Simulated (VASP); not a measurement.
Here is a VASP 6.6.1 calculation.

The input POSCAR:

```
Se
1.0
    4.3071900636      0.0000000000      0.0000000000
   -2.1535950318      3.7301360140      0.0000000000
    0.0000000000      0.0000000000      4.8866512526
Se
3
Direct
    0.7746000000      0.7746000000      0.0000000000
    0.0000000000      0.2254000000      0.6666666667
    0.2254000000      0.0000000000      0.3333333333
```

Contents of INCAR.step1:

```
SYSTEM = Se
ALGO = Normal ; EDIFF = 1E-4
ENCUT = 520 ; GGA = PE
ISMEAR = -1 ; LASPH = .TRUE.
LCHARG = .FALSE. ; LREAL = .FALSE.
LWAVE = .TRUE. ; NBANDS = 16
NELM = 60 ; PREC = Accurate
SIGMA = 0.05
```

Contents of INCAR.step2:

```
SYSTEM = Se
ALGO = Normal ; EDIFF = 1E-6
ENCUT = 520 ; ISIF = 2
ISMEAR = -1 ; ISTART = 1
LASPH = .TRUE. ; LCHARG = .FALSE.
LMIXTAU = .TRUE. ; LREAL = .FALSE.
LWAVE = .FALSE. ; METAGGA = R2SCAN
NBANDS = 16 ; NELM = 60
PREC = Accurate ; SIGMA = 0.05
```

The input KPOINTS:

```
k-points
0
G
  7 7 6
  0 0 0
```

Potentials or basis: VASP PAW PBE potentials, release 64 (Se).

Launch:

```console
$ cat potpaw_PBE.64/Se/POTCAR > POTCAR
$ cp INCAR.step1 INCAR
$ mpirun -np 1 vasp_std > vasp.out
$ cp INCAR.step2 INCAR
$ mpirun -np 1 vasp_std > vasp.out
```

Q: Predict the largest force.

A: 0.492 eV/Å.

Q: What does it give for the pressure?

A: 4.1 GPa.

Q: Estimate the band gap on the k mesh.

A: 1.42 eV, indirect (least direct gap 1.76 eV).

Stress tensor (GPa, compression positive):
```
3.28 0.00 0.00
0.00 3.28 0.00
0.00 0.00 5.61
```

Caveat: the PAW data sets were made with another functional, which shifts forces and pressure a little. A k mesh can miss the band edges.
